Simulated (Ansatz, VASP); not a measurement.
One calculation of Al2P3, two programs

```
CELL_PARAMETERS angstrom
7.20296 0.00000 0.00000
0.00000 7.20296 0.00000
0.00000 0.00000 2.95905
ATOMIC_POSITIONS crystal
Al 0.84679 0.34679 0.00000
Al 0.65321 0.84679 0.00000
Al 0.15321 0.65321 0.00000
Al 0.34679 0.15321 0.00000
P 0.50000 0.50000 0.00000
P 0.00000 0.00000 0.00000
P 0.64558 0.14558 0.50000
P 0.85442 0.64558 0.50000
P 0.35442 0.85442 0.50000
P 0.14558 0.35442 0.50000
```

Change from the starting cell: species swapped into the Zr3Ga2 type (P4/mbm, No. 127).

Alike in both runs: functional PBE; k mesh 4 × 4 × 6; occupations gaussian, width 0.1 eV; no spin polarisation.

Ansatz relaxed the structure, and its values are those at the end. VASP's run is a single point on that final structure, the one shown.

|  | VASP | Ansatz |
| --- | --- | --- |
| version | VASP 6.6.1 | Ansatz 0.2.0 |
| potentials or method | VASP PAW PBE potentials, release 64 (Al, P), cutoff 520 eV | scalar-relativistic, plane waves, PAW |
| valence electrons in the cell | 42 | 42 |

Ansatz gave:

- gap on the k mesh at the Fermi level (eV): none
- pressure (GPa): -0.1

**Question.** What did VASP give for the same quantities?

**Answer.** gap on the k mesh at the Fermi level (eV): none; pressure (GPa): -0.2.

A gap of «none» marks a metal or a gap that the smearing closes.
